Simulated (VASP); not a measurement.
## BeAl3: single point with BLYP

Crystal: BeAl3.

```
CELL_PARAMETERS angstrom
-1.94219 1.94219 3.85189
1.94219 -1.94219 3.85189
1.94219 1.94219 -3.85189
ATOMIC_POSITIONS crystal
Be 0.00000 0.00000 0.00000
Al 0.75000 0.25000 0.50000
Al 0.25000 0.75000 0.50000
Al 0.50000 0.50000 0.00000
```

```yaml
Program: VASP 6.6.1
Task: single point
Functional: BLYP
Potentials_or_basis: VASP PAW PBE potentials, release 64 (Be, Al)
Cutoff: 520 eV
k_mesh: 9 × 9 × 9
Occupations: fermi-dirac, width 0.05 eV
Spin: no spin polarisation
Dipole_correction: no
Further_INCAR_settings: ALGO = Normal; EDIFF = 1e-07; NBANDS = 14
```

```yaml
Pressure: 3.3 GPa
```

Stress tensor (GPa, compression positive):
```
3.23 0.00 0.00
0.00 3.23 0.00
0.00 0.00 3.49
```

Levels at points of the mesh, in eV from the Fermi level:
| k point | band 3 | band 4 | band 5 | band 6 | band 7 | band 8 |
| --- | --- | --- | --- | --- | --- | --- |
| (0.00, 0.00, 0.00) | -0.51 | -0.48 | -0.48 | -0.40 | -0.40 | 0.41 |

Wall time 60 s on 1 thread of Intel(R) Xeon(R) Platinum 8488C (Sapphire Rapids), on a shared host, peak memory 0.22 GiB.

Caveat: the PAW data sets were made with another functional, which shifts forces and pressure a little.
